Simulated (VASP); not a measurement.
Wanted: the native input for a VASP 6.6.1 run.

```
Task                   : single point
Functional             : PBEsol
Potentials or basis    : VASP PAW PBE potentials, release 64 (Ir)
Cutoff                 : 520 eV
k mesh                 : 9 × 9 × 4
Occupations            : gaussian, width 0.1 eV
Spin                   : no spin polarisation
Dipole correction      : no
Further INCAR settings : ALGO = Normal; EDIFF = 1e-06; NBANDS = 16
```

The structure of Ir lies in POSCAR:

```
Ir
1.0
    2.7513778946      0.0000000000      0.0000000000
   -1.3756889473      2.3827631521      0.0000000000
    0.0000000000      0.0000000000      4.4622900000
Ir
2
Direct
    0.6666666700      0.3333333300      0.7500000000
    0.3333333300      0.6666666700      0.2500000000
```

These files were run (other wordings do the same):

INCAR

```
PREC = Accurate ; ENCUT = 520
EDIFF = 1E-6 ; ISMEAR = 0
SIGMA = 0.1 ; LREAL = False
LASPH = True ; NELM = 100
ALGO = Normal ; ISIF = 2
LWAVE = False ; LCHARG = False
GGA = PS ; NBANDS = 16
```

KPOINTS

```
Automatic mesh
0
Gamma
  9 9 4
```

Potentials or basis: VASP PAW PBE potentials, release 64 (Ir).

Launch:

```sh
$ cat potpaw_PBE.64/Ir/POTCAR > POTCAR
$ mpirun -np 1 vasp_std > vasp.out
```

Results of the run:

* Pressure: -12.3 GPa
* Band gap on the k mesh: zero (band 9 reaches 10.66 eV, above the bottom of band 10 at 7.72 eV)

Caveat: the PAW data sets were made with another functional, which shifts forces and pressure a little; spin-orbit coupling is left out, which moves the levels of the heavy elements.

It took 8.4 s on 1 thread of Intel(R) Xeon(R) Platinum 8488C (Sapphire Rapids), on a shared host, peak memory 0.14 GiB.
